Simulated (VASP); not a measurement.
Here is a VASP 6.6.1 calculation.

INCAR

```
SYSTEM = W
ALGO = Normal
EDIFF = 1E-6
ENCUT = 500
GGA_COMPAT = .False.
ISIF = 2
ISMEAR = -5
LASPH = .True.
LCHARG = .False.
LMAXMIX = 4
LNONCOLLINEAR = .True.
LORBIT = 11
LORBMOM = .True.
LREAL = .False.
LSORBIT = .True.
LWAVE = .False.
MAGMOM = 0 0 0
NBANDS = 25
NELM = 200
PREC = Accurate
SIGMA = 0.05
```

Contents of KPOINTS:

```
k-points
0
Gamma
  11 11 11
  0 0 0
```

POSCAR

```
W
1.0
    0.0000000000      2.0300000000      2.0300000000
    2.0300000000      0.0000000000      2.0300000000
    2.0300000000      2.0300000000      0.0000000000
W
1
Direct
    0.0000000000      0.0000000000      0.0000000000
```

Potentials or basis: VASP PAW LDA potentials, release 64 (W_sv).

Run with:

```bash
$ cat potpaw_LDA.64/W_sv/POTCAR > POTCAR
$ mpirun -np 1 vasp_ncl > vasp.out
```

(1) What does it give for the pressure?

(2) Predict the net moment.

## Answers

(1) -14.8 GPa.

(2) 0.00 μB per cell.

Caveat: the cell stands under tension.
